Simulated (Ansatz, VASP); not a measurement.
# One calculation of PbF2, two programs

The input POSCAR:

```
PbF2
1.0
    0.0000000000      2.9458082816      2.9458082816
    2.9458082816      0.0000000000      2.9458082816
    2.9458082816      2.9458082816      0.0000000000
Pb F
1 2
Direct
    0.0000000000      0.0000000000      0.0000000000
    0.2500000000      0.2500000000      0.2500000000
    0.7500000000      0.7500000000      0.7500000000
```

The input INCAR.step1:

```
SYSTEM = PbF2
PREC = Accurate
ENCUT = 520
EDIFF = 1E-5
ISMEAR = 0
SIGMA = 0.01
LREAL = .False.
LASPH = .True.
NELM = 100
ALGO = Normal
ISIF = 2
LWAVE = .True.
NBANDS = 21
GGA = PE
```

INCAR.step2

```
SYSTEM = PbF2
PREC = Accurate
ENCUT = 520
EDIFF = 1E-7
ISMEAR = 0
SIGMA = 0.01
LREAL = .False.
LASPH = .True.
NELM = 100
ALGO = Normal
ISIF = 2
LWAVE = .False.
LCHARG = .True.
GGA = PE
LHFCALC = .True.
AEXX = 0.75
HFSCREEN = 0.1
PRECFOCK = Normal
LELF = .True.
LVHAR = .True.
NBANDS = 21
ISTART = 1
```

Contents of KPOINTS:

```
regular mesh
0
Gamma
  4 4 4
  0 0 0
```

Input for Ansatz:

```yaml
crystal:
  lattice:
    - [0.0, 2.9458082816, 2.9458082816]
    - [2.9458082816, 0.0, 2.9458082816]
    - [2.9458082816, 2.9458082816, 0.0]
  atoms:
    - { symbol: Pb, position: [0.0, 0.0, 0.0] }
    - { symbol: F, position: [0.25, 0.25, 0.25] }
    - { symbol: F, position: [0.75, 0.75, 0.75] }
kpoints:
  mp_grid: { grid: [4, 4, 4] }
hamiltonian:
  xc: { exchange: pbe, correlation: pbe, exx: { coeff: 0.75, omega: 0.1 } }
scf:
  occupations: { method: fixed }
  n_extra_bands: 4
output:
  forces: true
  stress: true
  eigenvalues: true
```

Alike in both runs: task single point; functional PBE-based screened hybrid with a share of 0.75 of exact exchange and HFSCREEN = 0.1; k mesh 4 × 4 × 4; no spin polarisation.

|  | VASP | Ansatz |
| --- | --- | --- |
| version | VASP 6.6.1 | Ansatz 0.2.0 |
| potentials or method | VASP PAW PBE potentials, release 64 (Pb_d, F) | plane waves |
| plane-wave cutoff (eV) | 520 | 420 |
| occupations | gaussian, width 0.01 eV | fixed |
| valence electrons in the cell | 28 | 28 |

|  | VASP | Ansatz | Ansatz less VASP |
| --- | --- | --- | --- |
| gap on the k mesh at the Fermi level (eV) | 9.44 | 9.42 | -0.015 |
| pressure (GPa) | -0.8 | -0.5 | +0.20 |

VASP's potentials were made for PBE, not for PBE-based screened hybrid. Ansatz's warnings: stress exchange threshold loose, stress scf threshold loose.

The k mesh is coarse, so the values compare programs but aren't converged. Spin-orbit coupling is off throughout.
